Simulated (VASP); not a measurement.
Runs of VASP 6.6.1 on LiHf2O2. The structure is that of space group P-3m1 (No. 164), or close to it. The cells are those of the table. 

| task | cell | k mesh | cutoff (eV) | gap on the mesh (eV) | pressure (GPa) | relaxed volume (Å³/atom) | largest force (eV/Å) |
| --- | --- | --- | --- | --- | --- | --- | --- |
| single point | a = 3.436, b = 3.436, c = 8.086 Å, angles 90.0, 90.0, 120.0°, 5 atoms | 6 × 6 × 4 | 520 | none | - | - | 0.21 |
| single point | a = 3.877, b = 3.877, c = 6.435 Å, angles 90.0, 90.0, 120.0°, 5 atoms | 6 × 6 × 4 | 520 | none | - | - | 2.72 |
| relaxation of cell and atoms | relaxed from a = 3.877, b = 3.877, c = 6.435 Å, angles 90.0, 90.0, 120.0°, 5 atoms | 6 × 6 × 4 | 600 | none | 0.2 | 16.21 | 0.02 |
| single point | a = 3.436, b = 3.436, c = 8.092 Å, angles 90.0, 90.0, 120.0°, 5 atoms | 12 × 12 × 6 | 520 | none | - | - | 0.21 |
| relaxation of cell and atoms | relaxed from a = 3.436, b = 3.436, c = 8.086 Å, angles 90.0, 90.0, 120.0°, 5 atoms | 12 × 12 × 6 | 600 | none | 0.0 | (a) | - |

Alike in all rows: level PBE; potentials or basis VASP PAW PBE potentials, release 64 (Li_sv, Hf_pv, O); no spin polarisation; smearing gaussian 0.1 eV.

**Question.** Fill in the values left out.

**Answer.** (a) 16.37.

Caveats: the cutoff is under 1.25 times the usual one of these potentials, so pressure, stress and relaxed cells hold a basis-set (Pulay) error; spin-orbit coupling is left out, which moves the levels of the heavy elements; an odd number of electrons without spin polarisation forces a metal; a magnetic or distorted state may lie lower.

A k mesh can miss the band edges, and the runs leave out spin-orbit coupling on Hf.

A gap of «none» marks levels without a gap at the run's occupations.
